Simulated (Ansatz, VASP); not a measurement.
**Two plane-wave programs on Ge**

```
Ge
1.0
     2.83787    2.83787    0.00000
    -2.83787    2.83787    0.00000
     0.00000    0.00000    5.67573
Ge
4
Direct
  0.50000 0.50000 0.50000
  0.00000 0.00000 0.00000
  0.50000 0.00000 0.25000
  0.00000 0.50000 0.75000
```

Alike in both runs: functional PBEsol; k mesh 10 × 10 × 8; occupations gaussian, width 0.1 eV; no spin polarisation.

Ansatz relaxed the structure, and its values are those at the end. VASP's run is a single point on that final structure, the one shown.

|  | VASP | Ansatz |
| --- | --- | --- |
| version | VASP 6.6.1 | Ansatz 0.2.0 |
| potentials or method | VASP PAW PBE potentials, release 64 (Ge_d), cutoff 500 eV | scalar-relativistic, plane waves, PAW |
| valence electrons in the cell | 56 | 56 |

Ansatz gave:

| Property | Result |
| --- | --- |
| gap on the k mesh at the Fermi level (eV) | none |
| pressure (GPa) | 0.0 |

Question: What did VASP give for the same quantities?

Answer: gap on the k mesh at the Fermi level (eV): none; pressure (GPa): -0.1.

VASP's potentials were made for PBE, not for PBEsol. A gap of «none» marks a metal or a gap that the smearing closes. With one functional, cell and mesh, what is left measures potentials, basis and numerics.
